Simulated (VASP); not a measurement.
A run of VASP 6.6.1 is set up as follows.

Contents of INCAR:

```
  PREC = Accurate
  ENCUT = 520
  EDIFF = 1E-6
  ISMEAR = 0
  SIGMA = 0.02
  LREAL = F
  LASPH = T
  NELM = 80
  ALGO = Normal
  ISIF = 2
  LWAVE = F
  LCHARG = F
  GGA = PE
  NBANDS = 50
```

Contents of KPOINTS:

```
regular mesh
0
Gamma
  6 6 6
```

The input POSCAR:

```
HfSiO4
1.0
   -3.3227449946      3.3227449946      3.0072240144
    3.3227449946     -3.3227449946      3.0072240144
    3.3227449946      3.3227449946     -3.0072240144
Hf Si O
2 2 8
Direct
    0.7500000000      0.2500000000      0.5000000000
    0.0000000000      0.0000000000      0.0000000000
    0.2500000000      0.7500000000      0.5000000000
    0.5000000000      0.5000000000      0.0000000000
    0.1347369489      0.3189317936      0.8158051553
    0.0689317936      0.7531266383      0.6841948447
    0.5031266383      0.3189317936      0.1841948447
    0.0689317936      0.3847369489      0.3158051553
    0.6152630511      0.9310682064      0.6841948447
    0.6810682064      0.8652630511      0.1841948447
    0.2468733617      0.9310682064      0.3158051553
    0.6810682064      0.4968733617      0.8158051553
```

Potentials or basis: VASP PAW PBE potentials, release 64 (Hf_pv, Si, O).

Run with:

```bash
$ cat potpaw_PBE.64/Hf_pv/POTCAR potpaw_PBE.64/Si/POTCAR potpaw_PBE.64/O/POTCAR > POTCAR
$ mpirun -np 1 vasp_std > vasp.out
```

(1) Estimate the band gap on the k mesh.

(2) What does it give for the largest force?

(3) What does it give for the pressure?

## Answers

(1) 5.27 eV (least direct gap 5.60 eV).

(2) 0.185 eV/Å.

(3) -1.6 GPa.

Caveat: spin-orbit coupling is left out, which moves the levels of the heavy elements.
